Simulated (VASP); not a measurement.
Crystal: LiTmH4.

```
Li Tm H
1.0
     0.00000    3.41871    3.41871
     3.41871    0.00000    3.41871
     3.41871    3.41871    0.00000
Li Tm H
1 1 4
Direct
  0.25000 0.25000 0.25000
  0.00000 0.00000 0.00000
  0.60679 0.60679 0.60679
  0.60679 0.60679 0.17962
  0.60679 0.17962 0.60679
  0.17962 0.60679 0.60679
```

The cell was generated, and may not be a known phase.

* Program: VASP 6.6.1
* Task: relaxation of cell and atoms
* Functional: PBE
* Potentials or basis: VASP PAW PBE potentials, release 64 (Li_sv, Tm_3, H), 4f in core
* Cutoff: 750 eV
* k mesh: 3 × 3 × 3
* Occupations: gaussian, width 0.15 eV
* Spin: no spin polarisation

At the start: pressure -13.2 GPa; volume 13.32 Å³/atom.

Where does the relaxation end?

Over 10 steps the energy falls by 350.3 meV/atom and the volume is 8.28 Å³/atom (-37.9 %); space group F-43m (No. 216, to 0.1 Å) before and after.

Step by step:
| step | energy change (eV) | largest force (eV/Å) | pressure (GPa) | volume (Å³) |
| --- | --- | --- | --- | --- |
| 1 | 0.0000 | 0.5120 | -13.22 | 79.91 |
| 2 | -1.0045 | 0.5336 | -11.78 | 67.86 |
| 3 | -1.8371 | 0.5248 | -5.57 | 54.62 |
| 4 | -0.1725 | 0.2890 | 51.09 | 33.54 |
| 5 | -1.9351 | 0.5398 | -1.38 | 50.44 |
| 6 | -1.9478 | 0.5294 | 1.24 | 48.46 |
| 7 | -2.0157 | 0.3864 | 1.28 | 48.43 |
| 8 | -2.0955 | 0.0153 | 1.67 | 48.38 |
| 9 | -2.0956 | 0.0016 | 1.69 | 48.37 |
| 10 | -2.1019 | 0.0055 | -0.10 | 49.67 |

Final structure:
```
Li Tm H
1.0
     0.00000    2.91749    2.91749
     2.91749    0.00000    2.91749
     2.91749    2.91749    0.00000
Li Tm H
1 1 4
Direct
  0.25000 0.25000 0.25000
  0.00000 0.00000 0.00000
  0.62658 0.62658 0.62658
  0.62658 0.62658 0.12025
  0.62658 0.12025 0.62658
  0.12025 0.62658 0.62658
```

Caveat: the k points lie up to 0.62 Å⁻¹ apart in the final cell; the volume moved by over 15 % at a fixed basis, so the end points are rough.
